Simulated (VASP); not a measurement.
# TiO2 (I4_1/amd) in VASP: single point with r2SCAN

Aim: the single point of TiO2 with r2SCAN.

Everything below comes from runs of VASP 6.6.1. Logs are shortened: lines on timing, memory, paths and dates and some standing lists are left out, and cuts for length are marked.

### Step 1. The cell of the first run

It takes space group I4_1/amd (No. 141, tetragonal). Conventional cell: a = 3.778 Å, b = 3.778 Å, c = 9.583 Å, α = 90.00°, β = 90.00°, γ = 90.00°. Ti (site symmetry -4m2) has 6 O at 1.93 to 1.99 Å within 2.6 Å. O (site symmetry 2mm) has 3 Ti at 1.93 to 1.99 Å and 2 O at 2.46 Å within 2.6 Å.

### Step 2. Single point, r2SCAN

The input, POSCAR:

```
TiO2
1.0
   -1.8888988106      1.8888988106      4.7917154967
    1.8888988106     -1.8888988106      4.7917154967
    1.8888988106      1.8888988106     -4.7917154967
Ti O
2 4
Direct
    0.7500000000      0.2500000000      0.5000000000
    0.0000000000      0.0000000000      0.0000000000
    0.5427139662      0.0427139662      0.5000000000
    0.7927139662      0.7927139662      0.0000000000
    0.2072860338      0.2072860338      0.0000000000
    0.9572860338      0.4572860338      0.5000000000
```

The input, INCAR.step1:

```
ALGO = Normal
EDIFF = 1E-5
ENCUT = 660
GGA = PE
GGA_COMPAT = False
ISMEAR = -1
LASPH = True
LCHARG = False
LREAL = False
LWAVE = True
NBANDS = 33
NELM = 120
PREC = Accurate
SIGMA = 0.02
```

The input, INCAR.step2:

```
ALGO = Normal
EDIFF = 1E-6
ENCUT = 660
GGA_COMPAT = False
ISIF = 2
ISMEAR = -1
ISTART = 1
LASPH = True
LCHARG = False
LMIXTAU = True
LREAL = False
LWAVE = False
METAGGA = R2SCAN
NBANDS = 33
NELM = 120
PREC = Accurate
SIGMA = 0.02
```

The input, KPOINTS:

```
k-points
0
Gamma
  8 8 8
```

Potentials or basis: VASP PAW PBE potentials, release 64 (Ti_sv, O).

Command:

```
$ cat potpaw_PBE.64/Ti_sv/POTCAR potpaw_PBE.64/O/POTCAR > POTCAR
$ cp INCAR.step1 INCAR
$ mpirun -np 1 vasp_std > vasp.out
$ cp INCAR.step2 INCAR
$ mpirun -np 1 vasp_std > vasp.out
```

OUTCAR:

```text
EDIFF = 1E-6
   ENCUT = 660
   ISIF = 2
   ISMEAR = -1
   ISTART = 1
   LASPH = True
   LREAL = False
   METAGGA = R2SCAN
   NELM = 120
   PREC = Accurate

 ion  position               nearest neighbor table
   1  0.750  0.250  0.500-   4 1.93   5 1.93   4 1.93   5 1.93   3 1.99   6 1.99
   2  0.000  0.000  0.000-   3 1.93   6 1.93   3 1.93   6 1.93   5 1.99   4 1.99
   3  0.543  0.043  0.500-   2 1.93   2 1.93   1 1.99
   4  0.793  0.793  0.000-   1 1.93   1 1.93   2 1.99
   5  0.207  0.207  0.000-   1 1.93   1 1.93   2 1.99
   6  0.957  0.457  0.500-   2 1.93   2 1.93   1 1.99

  LATTYP: Found a body centered tetragonal cell.
 ALAT       =     3.7777976212
 C/A-ratio  =     2.5367772322

  Lattice vectors:

 A1 = (  -1.8888988106,   1.8888988106,   4.7917154967)
 A2 = (   1.8888988106,  -1.8888988106,   4.7917154967)
 A3 = (   1.8888988106,   1.8888988106,  -4.7917154967)

Analysis of symmetry for initial positions (statically):
=====================================================================
 Subroutine PRICEL returns:
 Original cell was already a primitive cell.

 Routine SETGRP: Setting up the symmetry group for a
 body centered tetragonal supercell.

 Subroutine GETGRP returns: Found 16 space group operations
 (whereof  8 operations were pure point group operations)
 out of a pool of 16 trial point group operations.

The static configuration has the point symmetry D_2d.
 The point group associated with its full space group is D_4h.

Analysis of symmetry for dynamics (positions and initial velocities):
=====================================================================
 Subroutine PRICEL returns:
 Original cell was already a primitive cell.

 Routine SETGRP: Setting up the symmetry group for a
 body centered tetragonal supercell.

 Subroutine GETGRP returns: Found 16 space group operations
 (whereof  8 operations were pure point group operations)
 out of a pool of 16 trial point group operations.

The dynamic configuration has the point symmetry D_2d.
 The point group associated with its full space group is D_4h.

 Subroutine INISYM returns: Found 16 space group operations
 (whereof  8 operations are pure point group operations),
 and found     1 'primitive' translations

----------------------------------------------------------------------------------------

                                     Primitive cell

  volume of cell :      68.3862

  direct lattice vectors                    reciprocal lattice vectors
    -1.888898811  1.888898811  4.791715497     0.000000000  0.264704492  0.104346763
     1.888898811 -1.888898811  4.791715497     0.264704492  0.000000000  0.104346763
     1.888898811  1.888898811 -4.791715497     0.264704492  0.264704492  0.000000000

  length of vectors
     5.486019945  5.486019945  5.486019945     0.284528935  0.284528935  0.374348683

  position of ions in fractional coordinates (direct lattice)
     0.750000000  0.250000000  0.500000000
     0.000000000  0.000000000  0.000000000
     0.542713966  0.042713966  0.500000000
     0.792713966  0.792713966  0.000000000
     0.207286034  0.207286034  0.000000000
     0.957286034  0.457286034  0.500000000

  ion indices of the primitive-cell ions
   primitive index   ion index
                 1           1
                 2           2
                 3           3
                 4           4
                 5           5
                 6           6

----------------------------------------------------------------------------------------

 KPOINTS: k-points

Automatic generation of k-mesh.
 Grid dimensions read from file:
 generate k-points for:    8    8    8

 Generating k-lattice:

  Cartesian coordinates                     Fractional coordinates (reciprocal lattice)
     0.000000000  0.033088061  0.013043345     0.125000000  0.000000000 -0.000000000
     0.033088061  0.000000000  0.013043345     0.000000000  0.125000000 -0.000000000
     0.033088061  0.033088061  0.000000000     0.000000000  0.000000000  0.125000000

  Length of vectors
     0.035566117  0.035566117  0.046793585

  Shift w.r.t. Gamma in fractional coordinates (k-lattice)
     0.000000000  0.000000000  0.000000000

 Subroutine IBZKPT returns following result:
 ===========================================

 Found     59 irreducible k-points:

 Following reciprocal coordinates:
            Coordinates               Weight
  0.000000  0.000000  0.000000      1.000000
  0.125000  0.000000  0.000000      8.000000
  0.250000  0.000000  0.000000      8.000000
  0.375000  0.000000  0.000000      8.000000
  0.500000  0.000000  0.000000      4.000000
  0.125000  0.125000  0.000000      8.000000
[... 16 lines left out ...]
  0.250000  0.125000  0.125000     16.000000
  0.375000  0.125000  0.125000      8.000000
 [... further k-points ...]
   k-points           NKPTS =     59   k-points in BZ     NKDIM =     59   number of bands    NBANDS=     33
   number of dos      NEDOS =    301   number of ions     NIONS =      6
   total plane-waves  NPLWV = 110592
   dimension x,y,z NGX =    48 NGY =   48 NGZ =   48
   dimension x,y,z NGXF=    96 NGYF=   96 NGZF=   96
   ions per type =               2   4
   NGX,Y,Z   is equivalent  to a cutoff of  14.55, 14.55, 14.55 a.u.
   NGXF,Y,Z  is equivalent  to a cutoff of  29.09, 29.09, 29.09 a.u.
 SYSTEM =  unknown system
   PREC   = accura    normal or accurate (medium, high low for compatibility)
   ISTART =      1    job   : 0-new  1-cont  2-samecut
   ICHARG =      0    charge: 1-file 2-atom 10-const
   ISPIN  =      1    spin polarized calculation?
   LNONCOLLINEAR =      F non collinear calculations
   LSORBIT =      F    spin-orbit coupling
   LASPH  =      T    aspherical Exc in radial PAW
   ENCUT  =  660.0 eV  48.51 Ry    6.96 a.u.  11.49 11.49 11.49*2*pi/ulx,y,z
   NELM   =    120;   NELMIN=  2; NELMDL=  0     # of ELM steps
   EDIFF  = 0.1E-05   stopping-criterion for ELM
   LREAL  =      F    real-space projection
   EDIFFG = 0.1E-04   stopping-criterion for IOM
   NSW    =      0    number of steps for IOM
   IBRION =     -1    ionic relax: 0-MD 1-quasi-New 2-CG
   NFREE  =      0    steps in history (QN), initial steepest desc. (CG)
   ISIF   =      2    stress and relaxation
   ISYM   =      2    0-nonsym 1-usesym 2-fastsym
   POTIM  = 0.5000    time-step for ionic-motion
   TEBEG  =    0.0;   TEEND  =   0.0 temperature during run
   PSTRESS=    0.0 pullay stress
   NELECT =      48.0000    total number of electrons
   NUPDOWN=      -1.0000    fix difference up-down
   EMIN   =  10.00;   EMAX   =-10.00  energy-range for DOS
   EFERMI =   0.00;   METHOD = LEGACY
   ISMEAR =    -1;   SIGMA  =   0.02  broadening in eV -4-tet -1-fermi 0-gaus
   EFERMI_NEDOS =   21; number of points for ismear=-14 and -15
   IALGO  =     38    algorithm
   IMIX   =      4    mixing-type and parameters
     AMIX     =   0.40;   BMIX     =  1.00
     AMIX_MAG =   1.60;   BMIX_MAG =  1.00
  volume/ion in A,a.u.               =      11.40        76.92
  Fermi-wavevector in a.u.,A,eV,Ry     =   1.454898  2.749358 28.799822  2.116727
  Thomas-Fermi vector in A             =   2.571995
   LORBIT       =      0    0 simple, 1 ext, 2 COOP (PROOUT), +10 PAW based schemes
   METAGGA = R2SCAN    functional components
   LHFCALC =     F    Hartree Fock is set to
   AEXX    =    0.0000 exact exchange contribution
   IVDW    =     0    specifies the selected vdW correction
   LEPSILON=     F    determine dielectric tensor
   LRPA    =     F    only Hartree local field effects (RPA)
 non-spin polarized calculation
  energy-cutoff  :      660.00
  volume of cell :       68.39
 maximum number of plane-waves:      2654
 NGX is ok and might be reduce to    48
   NGX = 23   NGY = 23   NGZ = 23

 number of electron      47.9999997 magnetization

 Free energy of the ion-electron system (eV)
  ---------------------------------------------------
  ext. energy  EPLUGINS =         0.00000000
  ---------------------------------------------------
  free energy    TOTEN  =       -69.87830070 eV

  energy without entropy =      -69.87830070  energy(sigma->0) =      -69.87830070

 E-fermi :   3.5424     XC(G=0): -11.4444

 val. band max:        2.9742823257   @ k =  -0.3750   0.3750   0.0000
 cond. band min:       5.5667271911   @ k =   0.0000   0.0000   0.0000
 fundamental gap:      2.5924448654
 Fermi energy:         3.5423988125

 k-point     1 :       0.0000    0.0000    0.0000
  band No.  band energies     occupation
      1     -55.5712      2.00000
      2     -55.5122      2.00000
      3     -30.9884      2.00000
      4     -30.7407      2.00000
      5     -30.7407      2.00000
      6     -30.6717      2.00000
[... 25 lines left out ...]
     32       8.6156      0.00000
     33       8.6867      0.00000

 k-point     2 :       0.1250    0.0000    0.0000
  band No.  band energies     occupation
      1     -55.5692      2.00000
      2     -55.5135      2.00000
      3     -30.9843      2.00000
      4     -30.7625      2.00000
      5     -30.7421      2.00000
      6     -30.6808      2.00000
[... 25 lines left out ...]
     32       8.8322      0.00000
     33       9.1239      0.00000

 k-point     3 :       0.2500    0.0000    0.0000
  band No.  band energies     occupation
      1     -55.5638      2.00000
      2     -55.5172      2.00000
      3     -30.9752      2.00000
      4     -30.8122      2.00000
      5     -30.7450      2.00000
      6     -30.6994      2.00000
[... 25 lines left out ...]
     32       9.2224      0.00000
     33       9.6242      0.00000

 k-point     4 :       0.3750    0.0000    0.0000
  band No.  band energies     occupation
      1     -55.5573      2.00000
      2     -55.5219      2.00000
      3     -30.9661      2.00000
      4     -30.8616      2.00000
      5     -30.7476      2.00000
      6     -30.7116      2.00000
[... 25 lines left out ...]
     32       9.4123      0.00000
     33       9.8692      0.00000

 k-point     5 :       0.5000    0.0000    0.0000
  band No.  band energies     occupation
      1     -55.5540      2.00000
      2     -55.5245      2.00000
      3     -30.9614      2.00000
      4     -30.8835      2.00000
      5     -30.7485      2.00000
      6     -30.7140      2.00000
[... 604 lines left out ...]
 k-point    22 :       0.1250    0.1250    0.1250
  band No.  band energies     occupation
      1     -55.5585      2.00000
      2     -55.5200      2.00000
      3     -30.9751      2.00000
      4     -30.8417      2.00000
      5     -30.7801      2.00000
      6     -30.7282      2.00000
[... 25 lines left out ...]
     32      10.0192      0.00000
     33      10.3770      0.00000

 k-point    23 :       0.2500    0.1250    0.1250
  band No.  band energies     occupation
      1     -55.5520      2.00000
      2     -55.5247      2.00000
      3     -30.9666      2.00000
      4     -30.8827      2.00000
      5     -30.7890      2.00000
      6     -30.7470      2.00000
[... 25 lines left out ...]
     32      10.0668      0.00000
     33      10.5674      0.00000

 k-point    24 :       0.3750    0.1250    0.1250
  band No.  band energies     occupation
      1     -55.5484      2.00000
      2     -55.5276      2.00000
      3     -30.9616      2.00000
      4     -30.9030      2.00000
      5     -30.7909      2.00000
      6     -30.7539      2.00000
[... 25 lines left out ...]
     32      10.0383      0.00000
     33      10.6549      0.00000

 [... further k-points ...]

------------------------ aborting loop because EDIFF is reached ----------------------------------------

  FORCE on cell =-STRESS in cart. coord.  units (eV):
  Direction    XX          YY          ZZ          XY          YZ          ZX
  --------------------------------------------------------------------------------------
  -------------------------------------------------------------------------------------
  Total        0.4405408      0.4405408      0.3514457      0.0000000     -0.0000000      0.0000000
  in kB       10.3211547     10.3211547      8.2338016      0.0000000     -0.0000000      0.0000000
  external PRESSURE =       9.6253703 kB  Pullay stress =       0.0000000 kB

 VOLUME and BASIS-vectors are now :
 -----------------------------------------------------------------------------
  energy-cutoff  :      660.00
  volume of cell :       68.39
      direct lattice vectors                 reciprocal lattice vectors
    -1.888898811  1.888898811  4.791715497     0.000000000  0.264704492  0.104346763
     1.888898811 -1.888898811  4.791715497     0.264704492  0.000000000  0.104346763
     1.888898811  1.888898811 -4.791715497     0.264704492  0.264704492  0.000000000

 POSITION                                       TOTAL-FORCE (eV/Angst)
 -----------------------------------------------------------------------------------
     -0.00000      1.88890      2.39586        -0.000000     -0.000000     -0.000000
      0.00000      0.00000      0.00000        -0.000000     -0.000000     -0.000000
      0.00000      1.88890      0.40935        -0.000000     -0.000000     -0.024075
      0.00000      0.00000      7.59692         0.000000      0.000000     -0.024075
      0.00000      0.00000      1.98651        -0.000000     -0.000000      0.024075
      0.00000      1.88890      4.38237         0.000000      0.000000      0.024075
 -----------------------------------------------------------------------------------
    total drift:                                0.000000      0.000000     -0.000000

  FREE ENERGIE OF THE ION-ELECTRON SYSTEM (eV)
  ---------------------------------------------------
  free  energy   TOTEN  =       -69.8783007007 eV

  energy  without entropy=      -69.8783007007  energy(sigma->0) =      -69.87830070
```

Wall time 22 min (1 thread of Oxide Virtual Turin-like, shared host); peak memory 0.42 GiB.

What came out:

```yaml
Free_energy: -69.8783 eV
Pressure: 1.0 GPa
Largest_force: 0.024 eV/Å
Band_gap_on_the_k_mesh: 2.59 eV (least direct gap 2.90 eV)
```

Forces in eV/Å, atoms in the order of the input:
```
Ti   0.000  0.000  0.000
Ti   0.000  0.000  0.000
O    0.000  0.000 -0.024
O    0.000  0.000 -0.024
O    0.000  0.000  0.024
O    0.000  0.000  0.024
```

Caveat: the PAW data sets were made with another functional, which shifts forces and pressure a little.
